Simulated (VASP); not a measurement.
Runs of VASP 6.6.1 on HfC. The structure is that of space group Fm-3m (No. 225), or close to it. The cells are those of the table. 

```tsv
cell	gap on the mesh (eV)	pressure (GPa)
a = 3.329, b = 3.288 Å, angles 60.4, 59.2, 60.4°, 2 atoms	none	-12.0
a = 3.247, b = 3.288 Å, angles 59.6, 60.8, 59.6°, 2 atoms	none	(a)
a = 3.414, b = 3.288 Å, angles 61.2, 57.6, 61.2°, 2 atoms	none	-19.0
a = 3.371, b = 3.288 Å, angles 60.8, 58.4, 60.8°, 2 atoms	none	-16.0
```

Alike in all rows: task single point; level PBEsol; potentials or basis VASP PAW PBE potentials, release 64 (Hf_pv, C); no spin polarisation; k mesh 18 × 18 × 18; cutoff (eV) 520; smearing gaussian 0.15 eV.

Question: Estimate the missing entries.

Answer: (a) -0.6.

Caveats: the PAW data sets were made with another functional, which shifts forces and pressure a little; spin-orbit coupling is left out, which moves the levels of the heavy elements; the stress differs along the axes, from -18 to -9 GPa (at least some runs); the stress differs along the axes, from -4 to 7 GPa (at least some runs); the stress differs along the axes, from -31 to -13 GPa (at least some runs); the stress differs along the axes, from -25 to -11 GPa (at least some runs).

A k mesh can miss the band edges, and the runs leave out spin-orbit coupling on Hf.

A gap of «none» marks levels without a gap at the run's occupations.
